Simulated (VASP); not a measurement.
The system is La.

```
CELL_PARAMETERS angstrom
3.75000 0.00000 0.00000
-1.87500 3.24760 0.00000
0.00000 0.00000 6.07000
ATOMIC_POSITIONS crystal
La 0.33333 0.66667 0.25000
La 0.66667 0.33333 0.75000
```

- Program: VASP 6.6.1
- Task: relaxation of volume and atoms at fixed shape
- Functional: PBEsol
- Potentials or basis: VASP PAW PBE potentials, release 64 (La)
- Cutoff: 600 eV
- k mesh: 7 × 7 × 4
- Occupations: methfessel-paxton, width 0.05 eV
- Spin: no spin polarisation

At the start: pressure -1.5 GPa; volume 36.96 Å³/atom.

**Question.** How do energy, volume and symmetry change on relaxing?

**Answer.** Over 3 steps the energy falls by 10.4 meV/atom and the volume is 34.85 Å³/atom (-5.7 %); space group P6_3/mmc (No. 194, to 0.1 Å) before and after.

The path:
```
step  energy change (eV)  largest force (eV/Å)  pressure (GPa)  volume (Å³)
   1              0.0000                0.0000           -1.48        73.92
   2             -0.0201                0.0000           -0.26        70.33
   3             -0.0207                0.0000           -0.02        69.69
```

Final structure:
```yaml
crystal:
  lattice:
    - [3.67704, 0.00000, 0.00000]
    - [-1.83852, 3.18441, 0.00000]
    - [0.00000, 0.00000, 5.95190]
  atoms:
    - { symbol: La, position: [0.33333, 0.66667, 0.25000] }
    - { symbol: La, position: [0.66667, 0.33333, 0.75000] }
```

Caveat: the PAW data sets were made with another functional, which shifts forces and pressure a little.
